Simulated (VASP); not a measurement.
Here is a VASP 6.6.1 calculation.

Contents of INCAR:

```
  ALGO = Normal
  EDIFF = 1E-7
  ENCUT = 520
  GGA = PE
  ISIF = 2
  ISMEAR = 0
  LASPH = True
  LCHARG = False
  LREAL = False
  LWAVE = False
  NBANDS = 49
  NELM = 80
  PREC = Accurate
  SIGMA = 0.1
```

KPOINTS

```
k-points
0
Gamma
  6 6 1
```

File POSCAR:

```
WS2
1.0
    3.1829541699      0.0000000000      0.0000000000
   -1.5914770850      2.7565191702      0.0000000000
    0.0000000000      0.0000000000     28.5322178600
W S
3 6
Direct
    0.6666666700      0.3333333300      0.6592864300
    0.3333333300      0.6666666700      0.8855337800
    0.3333333300      0.6666666700      0.4343616800
    0.6666666700      0.3333333300      0.9401857300
    0.6666666700      0.3333333300      0.4890304200
    0.3333333300      0.6666666700      0.7139522100
    0.6666666700      0.3333333300      0.8308482800
    0.6666666700      0.3333333300      0.3797102500
    0.3333333300      0.6666666700      0.6046252100
```

Potentials or basis: VASP PAW PBE potentials, release 64 (W_sv, S).

Command:

```sh
$ cat potpaw_PBE.64/W_sv/POTCAR potpaw_PBE.64/S/POTCAR > POTCAR
$ mpirun -np 1 vasp_std > vasp.out
```

(1) Estimate the largest force.

(2) What does it give for the band gap on the k mesh?

Answers

(1) 0.273 eV/Å.

(2) 1.36 eV, indirect (least direct gap 1.76 eV).

Caveat: spin-orbit coupling is left out, which moves the levels of the heavy elements.
